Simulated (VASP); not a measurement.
# BAs (lda): single point with LDA

BAs (lda):

```
CELL_PARAMETERS angstrom
0.00000 2.28360 2.28360
2.28360 0.00000 2.28360
2.28360 2.28360 0.00000
ATOMIC_POSITIONS crystal
B 0.00000 0.00000 0.00000
As 0.25000 0.25000 0.25000
```

| Item | Value |
| --- | --- |
| Program | VASP 6.6.1 |
| Task | single point |
| Functional | LDA |
| Potentials or basis | VASP PAW LDA potentials, release 64 (B, As) |
| Cutoff | 500 eV |
| k mesh | 10 × 10 × 10 |
| Occupations | gaussian, width 0.02 eV |
| Spin | no spin polarisation |

| Property | Result |
| --- | --- |
| Pressure | 20.9 GPa |
| Band gap on the k mesh | 1.00 eV, indirect (least direct gap 3.44 eV) |

Levels at points of the mesh, in eV from the valence-band top:
| k point | band 1 | band 2 | band 3 | band 4 | band 5 | band 6 | band 7 | band 8 |
| --- | --- | --- | --- | --- | --- | --- | --- | --- |
| (0.00, 0.00, 0.00) | -16.67 | 0.00 | 0.00 | 0.00 | 3.44 | 3.44 | 3.44 | 6.47 |
| (0.50, 0.00, 0.00) | -13.30 | -9.81 | -2.06 | -2.06 | 3.54 | 4.91 | 4.91 | 8.93 |
| (0.50, 0.50, 0.00) | -11.80 | -9.22 | -4.67 | -4.67 | 1.22 | 1.24 | 12.57 | 12.57 |

Run time: 5.9 s on 1 thread of Intel(R) Xeon(R) Platinum 8488C (Sapphire Rapids), on a shared host, peak memory 0.13 GiB.

A k mesh can miss the band edges. Expect the measured gap to be larger: semilocal functionals such as LDA lack the derivative discontinuity.
